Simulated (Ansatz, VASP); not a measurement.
**Ni in VASP and in Ansatz**

Contents of INCAR:

```
  PREC = Accurate
  ENCUT = 520
  EDIFF = 1E-6
  ISMEAR = -1
  SIGMA = 0.05
  LREAL = False
  LASPH = True
  NELM = 150
  ALGO = Normal
  ISIF = 2
  LWAVE = False
  LCHARG = False
  ISPIN = 2
  MAGMOM = 0.623 0.671 0.671
  LORBIT = 11
  LMAXMIX = 4
  GGA = PS
  NBANDS = 26
```

File KPOINTS:

```
regular mesh
0
Gamma
  10 10 15
```

File POSCAR:

```
Ni
1.0
    3.7639089851      0.0000000000      0.0000000000
   -1.8819544926      3.2596407987      0.0000000000
    0.0000000000      0.0000000000      2.2794089607
Ni
3
Direct
    1.0000000000      1.0000000000      0.0000000000
    0.3333333333      0.6666666667      0.5000000000
    0.6666666667      0.3333333333      0.5000000000
```

Input for Ansatz:

```yaml
crystal:
  lattice:
    - [3.7639089851, 0.0, 0.0]
    - [-1.8819544926, 3.2596407987, 0.0]
    - [0.0, 0.0, 2.2794089607]
  atoms:
    - { symbol: Ni, position: [1.0, 1.0, 0.0], spin: 0.623 }
    - { symbol: Ni, position: [0.3333333333, 0.6666666667, 0.5], spin: 0.671 }
    - { symbol: Ni, position: [0.6666666667, 0.3333333333, 0.5], spin: 0.671 }
hamiltonian:
  xc: pbesol
  pseudopotentials:
    kind: paw
    azcp:
      Ni: "pseudopotentials/Ni.paw.azcp"
basis:
  ecutwfc: 420
  fft_grid_basis: typed
kpoints:
  mp_grid: { grid: [10, 10, 15], shift: [0, 0, 0] }
magnetization:
  spin_polarized: true
scf:
  occupations: { method: fermi_dirac, width: 0.05 }
  lower_state_search: "off"
output:
  stress: true
```

Alike in both runs: task single point; functional PBEsol; k mesh 10 × 10 × 15; occupations fermi-dirac, width 0.05 eV; collinear spin.

|  | VASP | Ansatz |
| --- | --- | --- |
| version | VASP 6.6.1 | Ansatz 0.2.0 |
| potentials or method | VASP PAW PBE potentials, release 64 (Ni), cutoff 520 eV | plane waves (420 eV) with PAW, scalar-relativistic |
| valence electrons in the cell | 30 | 54 |

```tsv
	VASP	Ansatz	Ansatz less VASP
net moment per atom (μB)	0.53	0.55	+0.013
size of the moment on the site where the two differ most (μB)	0.53	0.57	+0.042
```

VASP's potentials were made for PBE, not for PBEsol, and Ansatz warns of the same on its side. Site moments also hang on the region over which each program counts them. VASP's potentials hold 30 valence electrons a cell and Ansatz's 54, so a difference there can come from the potentials and not from the codes.
